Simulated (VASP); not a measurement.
Runs of VASP 6.6.1 on MnRh. The structure is cubic, space group Pm-3m (No. 221). Conventional cell: a = 3.044 Å, b = 3.044 Å, c = 3.044 Å, α = 90.00°, β = 90.00°, γ = 90.00°. Mn (site symmetry m-3m) has 8 Rh at 2.64 Å and 6 Mn at 3.04 Å within 3.5 Å. Within 3.5 Å of Rh (site symmetry m-3m) lie 8 Mn at 2.64 Å and 6 Rh at 3.04 Å. 

```csv
spin,fixed moment (μB),pressure (GPa),moment (μB)
collinear,2.4,-23.6,2.40
"collinear, zero start",0.0,(a),0.00
"collinear, ferromagnetic start",4.8,-10.0,4.80
"collinear, ferromagnetic start",3.6,-19.4,3.60
"collinear, ferrimagnetic start",1.2,(b),1.20
```

Alike in all rows: task single point; level LDA; potentials or basis VASP PAW LDA potentials, release 64 (Mn_pv, Rh_pv); cell as given; k mesh 9 × 9 × 9; cutoff (eV) 500; smearing fermi-dirac 0.05 eV.

Estimate the missing entries.

(a) -32.5; (b) -29.6.

Caveats: the cell stands under tension; the total moment is fixed, so each spin has its own Fermi level and the state may be an excited one (at least some runs); the total moment is fixed, so each spin has its own Fermi level (at least some runs).
